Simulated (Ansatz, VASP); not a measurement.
WAu, level by level in two programs

```
W Au
1.0
     0.00000    2.74798    2.74798
     2.74798    0.00000    2.74798
     2.74798    2.74798    0.00000
W Au
1 1
Direct
  0.00000 0.00000 0.00000
  0.75000 0.75000 0.75000
```

Single points on this cell with VASP 6.6.1 and Ansatz 0.2.0. Each row is one pair of runs. Alike in all rows: spin: off; k mesh: 8 × 8 × 8; VASP's potentials, cutoff: VASP PAW PBE potentials, release 64 (W_sv, Au), 520 eV; Ansatz's potentials, cutoff: Ansatz PAW, 420 eV.

```csv
level,smearing,"gap on the k mesh at the Fermi level (eV), VASP","gap on the k mesh at the Fermi level (eV), Ansatz"
PBE,"gaussian, width 0.027 eV",none,none
PBE,"gaussian, width 0.028 eV",none,none
PBE,"gaussian, width 0.025 eV",none,none
PBE,"gaussian, width 0.026 eV",none,none
PBE,"gaussian, width 0.012 eV",none,none
PBE,"gaussian, width 0.014 eV",none,none
PBE,"gaussian, width 0.015 eV",none,none
PBE,"gaussian, width 0.016 eV",none,none
```

VASP's potentials hold 25 valence electrons a cell and Ansatz's 33, so a difference there can come from the potentials and not from the codes.

A gap of «none» marks a metal or a gap that the smearing closes.

Spin-orbit coupling is off throughout.
